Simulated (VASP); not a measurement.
Wanted: the native input for a VASP 6.6.1 run.

```
Task                   : single point
Functional             : PBEsol
Potentials or basis    : VASP PAW PBE potentials, release 64 (Ti_sv, O)
Cutoff                 : 520 eV
k mesh                 : 6 × 6 × 6
Occupations            : fermi-dirac, width 0.02 eV
Spin                   : no spin polarisation
Dipole correction      : no
Further INCAR settings : ALGO = Normal; EDIFF = 1e-06; NBANDS = 60
```

The structure of TiO2 lies in POSCAR:

```
TiO2
1.0
   -2.9389753601      3.2465653487      3.2465658421
    2.9389753601     -3.2465653487      3.2465658421
    2.9389753601      3.2465653487     -3.2465658421
Ti O
4 8
Direct
    0.5000605481      0.7500605481      0.7500000000
    0.4999394519      0.2499394519      0.2500000000
    0.0000000000      0.0000000000      0.5000000000
    0.0000000000      0.5000000000      0.0000000000
    0.3044404470      0.3044395448      0.4999990978
    0.1955606157      0.2500010374      0.9455595782
    0.3044404470      0.8044413492      0.0000009022
    0.8044414592      0.2500010374      0.5544404218
    0.1955585408      0.7499989626      0.4455595782
    0.8044393843      0.7499989626      0.0544404218
    0.6955595530      0.1955586508      0.9999990978
    0.6955595530      0.6955604552      0.5000009022
```

These files were run (other wordings do the same):

INCAR

```
SYSTEM = TiO2
PREC     = Accurate       ! precision mode
ENCUT    = 520            ! plane-wave cutoff, eV
EDIFF    = 1E-6           ! SCF threshold, eV
ISMEAR   = -1             ! smearing method
SIGMA    = 0.02           ! smearing width, eV
LREAL    = .False.        ! projectors in reciprocal space
LASPH    = .True.         ! aspherical terms in the spheres
NELM     = 100            ! most SCF steps
ALGO     = Normal         ! electronic algorithm
ISIF     = 2              ! what is computed and relaxed
LWAVE    = .False.        ! write WAVECAR
LCHARG   = .False.        ! write CHGCAR
GGA      = PS             ! functional
NBANDS   = 60             ! bands
```

KPOINTS

```
Automatic mesh
0
Gamma
  6 6 6
  0 0 0
```

Potentials or basis: VASP PAW PBE potentials, release 64 (Ti_sv, O).

The run is started by

```sh
$ cat potpaw_PBE.64/Ti_sv/POTCAR potpaw_PBE.64/O/POTCAR > POTCAR
$ mpirun -np 1 vasp_std > vasp.out
```

It gave:

- Pressure: 0.7 GPa
- Largest force: 0.025 eV/Å
- Band gap on the k mesh: 1.84 eV

Caveat: the PAW data sets were made with another functional, which shifts forces and pressure a little.

It took 12 min on 1 thread of Oxide Virtual Turin-like Processor, with other jobs on the host, peak memory 0.37 GiB.
